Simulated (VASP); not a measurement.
A run of VASP 6.6.1 is set up as follows.

The input INCAR:

```
PREC = Accurate ; ENCUT = 520
EDIFF = 1E-7 ; ISMEAR = 0
SIGMA = 0.15 ; LREAL = F
LASPH = T ; NELM = 80
ALGO = Fast ; ISIF = 2
LWAVE = F ; LCHARG = T
GGA = PS ; LELF = T
LVHAR = T ; NBANDS = 14
```

Contents of KPOINTS:

```
regular mesh
0
Gamma
  22 22 22
```

POSCAR

```
Rh
1.0
    0.0000000000      1.9585965000      1.9585965000
    1.9585965000      0.0000000000      1.9585965000
    1.9585965000      1.9585965000      0.0000000000
Rh
1
Direct
    0.0000000000      0.0000000000      0.0000000000
```

Potentials or basis: VASP PAW PBE potentials, release 64 (Rh_pv).

Run with:

```sh
$ cat potpaw_PBE.64/Rh_pv/POTCAR > POTCAR
$ mpirun -np 1 vasp_std > vasp.out
```

(1) What does it give for the pressure?

## Answers

(1) -23.9 GPa.

Caveat: the cell differs from its parent crystal (strain +0.030 along x and y, +0.030 along z); the PAW data sets were made with another functional, which shifts forces and pressure a little.
